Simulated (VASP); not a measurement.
# Cu: single point with PBE

System: Cu, a slab with vacuum.

```
Cu
1.0
     2.56651    0.00000    0.00000
    -1.28326    2.22267    0.00000
     0.00000    0.00000   22.28660
Cu
4
Direct
  0.00000 0.00000 0.36023
  0.33333 0.66667 0.45316
  0.66667 0.33333 0.54684
  0.00000 0.00000 0.63977
```

- Program: VASP 6.6.1
- Task: single point
- Functional: PBE
- Potentials or basis: VASP PAW PBE potentials, release 64 (Cu)
- Cutoff: 520 eV
- k mesh: 15 × 15 × 1
- Occupations: fermi-dirac, width 0.1 eV
- Spin: no spin polarisation
- Dipole correction: yes
- Electric field (eV/Å): -0.1 eV/Å
- Further INCAR settings: ALGO = Normal; EDIFF = 1e-06; NBANDS = 30; EFIELD = -0.1

```yaml
Largest_force: 0.023 eV/Å
Band_gap_on_the_k_mesh: zero (bands 22 and 23 overlap by 5.21 eV)
```

Forces in eV/Å, atoms in the order of the input:
```
Cu   0.000  0.000 -0.023
Cu   0.000  0.000  0.000
Cu   0.000  0.000  0.003
Cu   0.000  0.000  0.020
```

Levels at points of the mesh, in eV from the Fermi level:
| k point | band 19 | band 20 | band 21 | band 22 | band 23 | band 24 | band 25 | band 26 |
| --- | --- | --- | --- | --- | --- | --- | --- | --- |
| (0.00, 0.00, 0.00) | -2.07 | -1.74 | -1.74 | -1.62 | -1.62 | -1.19 | -0.18 | 4.08 |

Wall time 4.9 min on 1 thread of Intel Xeon 8259CL, with other jobs on the host, peak memory 0.28 GiB.
